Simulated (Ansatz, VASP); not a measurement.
## Si3Ge: VASP beside Ansatz

```
Si Ge
1.0
     3.64760    0.00000    0.00000
    -1.82380    3.15891    0.00000
     0.00000    0.00000    5.96127
Si Ge
3 1
Direct
  0.00000 0.00000 0.76404
  0.33333 0.66667 0.00000
  0.00000 0.00000 0.23596
  0.66667 0.33333 0.50000
```

Alike in both runs: task relaxation of cell and atoms; functional PBE; k mesh 6 × 6 × 4; occupations gaussian, width 0.1 eV; no spin polarisation.

|  | VASP | Ansatz |
| --- | --- | --- |
| version | VASP 6.6.1 | Ansatz 0.2.0 |
| potentials or method | VASP PAW PBE potentials, release 64 (Si, Ge_d), cutoff 600 eV | scalar-relativistic, plane waves, PAW |
| valence electrons in the cell | 26 | 26 |

Ansatz gave:

* gap on the k mesh at the Fermi level, each at its own relaxed structure (eV): none
* relaxed volume (Å³/atom): 17.25
* relaxed length of the cell vector where the two differ most in proportion (Å): 6.037

Question: What did VASP give for the same quantities?

Answer: gap on the k mesh at the Fermi level, each at its own relaxed structure (eV): none; relaxed volume (Å³/atom): 17.21; relaxed length of the cell vector where the two differ most in proportion (Å): 6.053.

A gap of «none» marks a metal or a gap that the smearing closes.
